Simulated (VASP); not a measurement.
# BaTiO3 in VASP: notebook, part 3 of 3

VASP 6.6.1. Earlier steps stand in the parts before.

## 6. Electric field gradients, PBE (equal xy, yz and zx shear strains of -1 %)

INCAR reads:

```
  ALGO = Normal
  EDIFF = 1E-8
  ENCUT = 520
  GGA = PE
  ISIF = 2
  ISMEAR = -1
  LASPH = True
  LCHARG = False
  LEFG = True
  LREAL = False
  LWAVE = False
  NBANDS = 28
  NELM = 100
  PREC = Accurate
  SIGMA = 0.03
```

KPOINTS reads:

```
k-points
0
Gamma
  7 7 7
```

POSCAR reads:

```
BaTiO3
1.0
    3.9998000000     -0.0199990000     -0.0199990000
   -0.0199990000      3.9998000000     -0.0199990000
   -0.0200900000     -0.0200900000      4.0180000000
Ba Ti O
1 1 3
Direct
    0.0000000000      0.0000000000      0.0000000000
    0.5000000000      0.5000000000      0.5000000000
    0.5000000000      0.5000000000      0.0000000000
    0.5000000000      0.0000000000      0.5000000000
    0.0000000000      0.5000000000      0.5000000000
```

Potentials or basis: VASP PAW PBE potentials, release 64 (Ba_sv, Ti_sv, O).

Command:

```console
> cat potpaw_PBE.64/Ba_sv/POTCAR potpaw_PBE.64/Ti_sv/POTCAR potpaw_PBE.64/O/POTCAR > POTCAR
> mpirun -np 1 vasp_std > vasp.out
```

OUTCAR:

```text
EDIFF = 1E-8
   ENCUT = 520
   GGA = PE
   ISIF = 2
   ISMEAR = -1
   LASPH = True
   LREAL = False
   NELM = 100
   PREC = Accurate

 ion  position               nearest neighbor table
   1  0.000  0.000  0.000-   3 2.81   3 2.81   5 2.82   5 2.82   4 2.82   4 2.82   3 2.84   3 2.84
                             4 2.85   4 2.85   5 2.85   5 2.85   2 3.43   2 3.43   2 3.48   2 3.48
   2  0.500  0.500  0.500-   4 2.00   5 2.00   4 2.00   5 2.00   3 2.01   3 2.01   1 3.43   1 3.43
                             1 3.48   1 3.48   1 3.48   1 3.48   1 3.48   1 3.48
   3  0.500  0.500  0.000-   2 2.01   2 2.01   1 2.81   1 2.81   1 2.84   1 2.84
   4  0.500  0.000  0.500-   2 2.00   2 2.00   1 2.82   1 2.82   1 2.85   1 2.85
   5  0.000  0.500  0.500-   2 2.00   2 2.00   1 2.82   1 2.82   1 2.85   1 2.85

  LATTYP: Found a base centered monoclinic cell.
 ALAT       =     5.6284306729
 B/A-ratio  =     1.0100247465
 C/A-ratio  =     1.2204107297
 COS(beta)  =    -0.8111032934

  Lattice vectors:

 A1 = (  -3.9998000000,   0.0199990000,   0.0199990000)
 A2 = (   0.0199990000,  -3.9998000000,   0.0199990000)
 A3 = (   3.9597110000,   3.9597110000,   3.9780020000)

Analysis of symmetry for initial positions (statically):
=====================================================================
 Subroutine PRICEL returns:
 Original cell was already a primitive cell.

 Routine SETGRP: Setting up the symmetry group for a
 base centered monoclinic supercell.

 Subroutine GETGRP returns: Found  4 space group operations
 (whereof  4 operations were pure point group operations)
 out of a pool of  4 trial point group operations.

The static configuration has the point symmetry C_2h.

Analysis of symmetry for dynamics (positions and initial velocities):
=====================================================================
 Subroutine PRICEL returns:
 Original cell was already a primitive cell.

[... 920 lines left out ...]
  Total        1.5117900      1.5117900      1.1601704      0.5051810      0.5032979      0.5032979
  in kB       37.6832407     37.6832407     28.9186865     12.5922621     12.5453243     12.5453250
  external PRESSURE =      34.7617227 kB  Pullay stress =       0.0000000 kB

 VOLUME and BASIS-vectors are now :
 -----------------------------------------------------------------------------
  energy-cutoff  :      520.00
  volume of cell :       64.28
      direct lattice vectors                 reciprocal lattice vectors
     3.999800000 -0.019999000 -0.019999000     0.250025065  0.001256407  0.001256407
    -0.019999000  3.999800000 -0.019999000     0.001256407  0.250025065  0.001256407
    -0.020090000 -0.020090000  4.018000000     0.001250716  0.001250716  0.248892547

 POSITION                                       TOTAL-FORCE (eV/Angst)
 -----------------------------------------------------------------------------------
      0.00000      0.00000      0.00000         0.000000      0.000000      0.000000
      1.97986      1.97986      1.98900         0.000000     -0.000000      0.000000
      1.98990      1.98990     -0.02000        -0.000000      0.000000      0.000000
      1.98985     -0.02004      1.99900         0.000000      0.000000      0.000000
     -0.02004      1.98985      1.99900         0.000000      0.000000     -0.000000
 -----------------------------------------------------------------------------------
    total drift:                                0.000000      0.000000     -0.000000

  FREE ENERGIE OF THE ION-ELECTRON SYSTEM (eV)
  ---------------------------------------------------
  free  energy   TOTEN  =       -39.9622969163 eV

  energy  without entropy=      -39.9622969163  energy(sigma->0) =      -39.96229692

 Electric field gradients (V/A^2)
---------------------------------------------------------------------
 ion       V_xx      V_yy      V_zz      V_xy      V_xz      V_yz
---------------------------------------------------------------------
   1      -0.383    -0.383     0.765    -6.446    -6.221    -6.221
   2      -1.965    -1.965     3.930     1.854     1.840     1.840
   3     -13.246   -13.246    26.493     0.084    -1.388    -1.388
   4     -12.948    24.373   -11.426    -1.362     0.130    -1.351
   5      24.373   -12.948   -11.426    -1.362    -1.351     0.130
---------------------------------------------------------------------

 Electric field gradients after diagonalization (V/A^2)
 (convention: |V_zz| > |V_xx| > |V_yy|)
----------------------------------------------------------------------
 ion       V_xx      V_yy      V_zz     asymmetry (V_yy - V_xx)/ V_zz
----------------------------------------------------------------------
   1       6.550     6.063   -12.614       0.039
   2      -3.819    -1.385     5.204       0.468
   3     -13.330   -13.260    26.589       0.003
   4     -13.001   -11.473    24.474       0.062
   5     -13.001   -11.473    24.474       0.062
----------------------------------------------------------------------

           NMR quadrupolar parameters

 Cq : quadrupolar parameter    Cq=e*Q*V_zz/h
 eta: asymmetry parameters     (V_yy - V_xx)/ V_zz
 Q  : nuclear electric quadrupole moment in mb (millibarn)
----------------------------------------------------------------------
 ion       Cq(MHz)       eta       Q (mb)
----------------------------------------------------------------------
   1      -0.030       0.039       1.000
   2       0.013       0.468       1.000
   3       0.064       0.003       1.000
   4       0.059       0.062       1.000
   5       0.059       0.062       1.000
----------------------------------------------------------------------
```

stdout:

```text
POSCAR found type information on POSCAR BaTiO
 POSCAR found :  3 types and       5 ions
 scaLAPACK will be used
 LDA part: xc-table for (Slater+PW92), standard interpolation
 POSCAR, INCAR and KPOINTS ok, starting setup
 FFT: planning ... GRIDC
 FFT: planning ... GRID_SOFT
 FFT: planning ... GRID
 WAVECAR not read
 entering main loop
ion   1

ion   2

ion   3

ion   4
     0.0000293     0.3962675     0.3923013     1.8245610    -0.0061755     3.6376829
     0.0000403     0.3962675     0.3923013     1.8245610    -0.0061755     3.6376829
     0.0000555     0.3962675     0.3923013     1.8245610    -0.0061755     3.6376828
     0.0000765     0.3962675     0.3923013     1.8245609    -0.0061755     3.6376827

     0.0000293     1.2381619     1.2265906     7.6086813    -0.0636454    14.5769436
     0.0000403     1.2381617     1.2265904     7.6086798    -0.0636454    14.5769408
     0.0000555     1.2381613     1.2265901     7.6086773    -0.0636454    14.5769361
     0.0000765     1.2381607     1.2265895     7.6086731    -0.0636453    14.5769281

ion   5
     0.0000293     0.3962675    -0.0061755     1.8245610     0.3923013    -3.6376829
     0.0000403     0.3962675    -0.0061755     1.8245610     0.3923013    -3.6376829
     0.0000555     0.3962675    -0.0061755     1.8245610     0.3923013    -3.6376828
     0.0000765     0.3962675    -0.0061755     1.8245609     0.3923013    -3.6376827

     0.0000293     1.2381619    -0.0636454     7.6086813     1.2265906   -14.5769436
     0.0000403     1.2381617    -0.0636454     7.6086798     1.2265904   -14.5769408
     0.0000555     1.2381613    -0.0636454     7.6086773     1.2265901   -14.5769361
     0.0000765     1.2381607    -0.0636453     7.6086731     1.2265895   -14.5769281
```

It took 5.2 min on 1 thread of Intel Xeon 8259CL, shared host; peak memory 0.3 GiB.

What came out:

```
Free energy                             : -39.9623 eV
Pressure                                : 3.5 GPa
Band gap on the k mesh                  : 1.75 eV (least direct gap 1.79 eV)
Largest electric field gradient by atom : Ba -12.6; Ti +5.2; O +26.6, +24.5 (each value once) V/Å²
```

Levels at points of the mesh, in eV from the valence-band top:
```csv
k point,band 17,band 18,band 19,band 20,band 21,band 22,band 23,band 24
"(0.00, 0.00, 0.00)",-1.02,-0.13,-0.13,-0.04,1.75,1.80,1.81,3.91
```

Electric field gradients, principal values (V/Å²):
| atom | least | middle | greatest (by size) |
| --- | --- | --- | --- |
| 1 Ba | 6.063 | 6.550 | -12.614 |
| 2 Ti | -1.385 | -3.819 | 5.204 |
| 3 O | -13.260 | -13.330 | 26.589 |
| 4 O | -11.473 | -13.001 | 24.474 |
| 5 O | -11.473 | -13.001 | 24.474 |

Caveat: the cell differs from its parent crystal (equal xy, yz and zx shear strains of -1 %); the cell stands under pressure; without QUAD_EFG the Cq values of the log hold for a quadrupole moment of 1 mb, not for the nuclei; spin-orbit coupling is left out, which moves the levels of the heavy elements; an odd mesh through Γ misses points on the zone boundary, where band edges can lie.

## 7. Overview

| potentials or basis | cell | cutoff (eV) | gap on the mesh (eV) | pressure (GPa) |
| --- | --- | --- | --- | --- |
| VASP PAW PBE potentials, release 64 (Ba_sv, Ti_sv, O) | a = 4.000, b = 4.000, c = 3.938 Å, 5 atoms | 520 | 1.82 | 7.2 |
| VASP PAW PBE potentials, release 64 (Ba_sv, Ti_sv, O) | a = 4.000, b = 4.000, c = 4.058 Å, 5 atoms | 520 | 1.77 | 1.8 |
| VASP PAW PBE potentials, release 64 (Ba_sv, Ti_sv, O) | a = 4.000, b = 4.000, c = 4.139 Å, 5 atoms | 520 | 1.71 | -1.2 |
| VASP PAW PBE potentials, release 64 (Ba_sv, Ti_sv, O_h) | a = 4.000, b = 4.000, c = 4.018 Å, 5 atoms | 910 | 1.80 | 3.1 |
| VASP PAW PBE potentials, release 64 (Ba_sv, Ti_sv, O) | a = 4.000, b = 4.000, c = 4.018 Å, angles 90.6°, 5 atoms | 520 | 1.75 | 3.5 |

Alike in all rows: task electric field gradients; level PBE; no spin polarisation; k mesh 7 × 7 × 7; smearing fermi-dirac 0.03 eV.

Caveats: spin-orbit coupling is left out, which moves the levels of the heavy elements; an odd mesh through Γ misses points on the zone boundary, where band edges can lie; the cell stands under pressure (at least some runs); the cutoff is under 1.25 times the usual one of these potentials, so pressure, stress and relaxed cells hold a basis-set (Pulay) error (at least some runs).

Total energies depend on the potentials used, so only differences within one code and one set of settings carry meaning.
